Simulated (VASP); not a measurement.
Write the native input for VASP 6.6.1 that does the following.

```yaml
Task: electric field gradients
Functional: PBEsol
Potentials_or_basis: VASP PAW PBE potentials, release 64 (Pb_d, Se)
Cutoff: 520 eV
k_mesh: 7 × 7 × 7
Occupations: fermi-dirac, width 0.02 eV
Spin: no spin polarisation
Dipole_correction: no
Further_INCAR_settings: ALGO = Normal; EDIFF = 1e-08; NBANDS = 17
```

The structure of PbSe lies in POSCAR:

```
PbSe
1.0
    0.0000000000      3.0723233306      3.0723233306
    3.0723233306      0.0000000000      3.0723233306
    3.0723233306      3.0723233306      0.0000000000
Pb Se
1 1
Direct
    0.0000000000      0.0000000000      0.0000000000
    0.5000000000      0.5000000000      0.5000000000
```

This cell differs from its parent crystal: volume scaled by 1.01.

The input as run:

INCAR

```
PREC = Accurate
ENCUT = 520
EDIFF = 1E-8
ISMEAR = -1
SIGMA = 0.02
LREAL = False
LASPH = True
NELM = 60
ALGO = Normal
ISIF = 2
LWAVE = False
LCHARG = False
GGA = PS
LEFG = True
NBANDS = 17
```

KPOINTS

```
Automatic mesh
0
Gamma
  7 7 7
```

Potentials or basis: VASP PAW PBE potentials, release 64 (Pb_d, Se).

Run with:

```sh
$ cat potpaw_PBE.64/Pb_d/POTCAR potpaw_PBE.64/Se/POTCAR > POTCAR
$ mpirun -np 1 vasp_std > vasp.out
```

It gave:

- Pressure: -1.1 GPa

Caveat: without QUAD_EFG the Cq values of the log hold for a quadrupole moment of 1 mb, not for the nuclei; the PAW data sets were made with another functional, which shifts forces and pressure a little.

Run time: 8.9 s on 1 thread of Intel(R) Xeon(R) 6975P-C (Granite Rapids) (shared host), peak memory 0.18 GiB.
